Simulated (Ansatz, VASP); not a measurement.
**CuAs: VASP beside Ansatz**

Contents of INCAR:

```
PREC = Accurate ; ENCUT = 520
EDIFF = 1E-6 ; ISMEAR = 0
SIGMA = 0.15 ; LREAL = False
LASPH = True ; NELM = 100
ALGO = Normal ; ISIF = 2
LWAVE = False ; LCHARG = False
GGA = CA ; NBANDS = 24
```

KPOINTS

```
regular mesh
0
Gamma
  15 15 10
```

Contents of POSCAR:

```
CuAs
1.0
    3.4597523618      0.0000000000      0.0000000000
   -1.7298761809      2.9962334362      0.0000000000
    0.0000000000      0.0000000000      5.3342461915
Cu As
2 2
Direct
    0.0000000000      0.0000000000      0.5000000000
    0.0000000000      0.0000000000      0.0000000000
    0.6666666667      0.3333333333      0.7500000000
    0.3333333333      0.6666666667      0.2500000000
```

Input for Ansatz:

```yaml
crystal:
  lattice:
    - [3.4597523618, 0.0, 0.0]
    - [-1.7298761809, 2.9962334362, 0.0]
    - [0.0, 0.0, 5.3342461915]
  atoms:
    - { symbol: Cu, position: [0.0, 0.0, 0.5] }
    - { symbol: Cu, position: [0.0, 0.0, 0.0] }
    - { symbol: As, position: [0.6666666667, 0.3333333333, 0.75] }
    - { symbol: As, position: [0.3333333333, 0.6666666667, 0.25] }
basis:
  ecutwfc: 520.0
kpoints:
  mp_grid: { grid: [15, 15, 10] }
hamiltonian:
  xc: lda
scf:
  occupations: { method: gaussian, width: 0.15 }
output:
  forces: true
  stress: true
  eigenvalues: true
```

Alike in both runs: task single point; functional LDA; k mesh 15 × 15 × 10; occupations gaussian, width 0.15 eV; no spin polarisation.

```csv
,VASP,Ansatz
version,VASP 6.6.1,Ansatz 0.2.0
potentials or method,"VASP PAW LDA potentials, release 64 (Cu, As), cutoff 520 eV","scalar-relativistic, plane waves, PAW"
valence electrons in the cell,32,68
```

|  | VASP | Ansatz | Ansatz less VASP |
| --- | --- | --- | --- |
| gap on the k mesh at the Fermi level (eV) | none | none | - |
| pressure (GPa) | 14.9 | 14.2 | -0.63 |
| traceless stress, the component that is largest in VASP (GPa) | -9.78 | -9.85 | -0.073 |

LDA's correlation is that of Perdew and Zunger in VASP and of Perdew and Wang (1992) in Ansatz. A gap of «none» marks a metal or a gap that the smearing closes. VASP's potentials hold 32 valence electrons a cell and Ansatz's 68, so a difference there can come from the potentials and not from the codes.
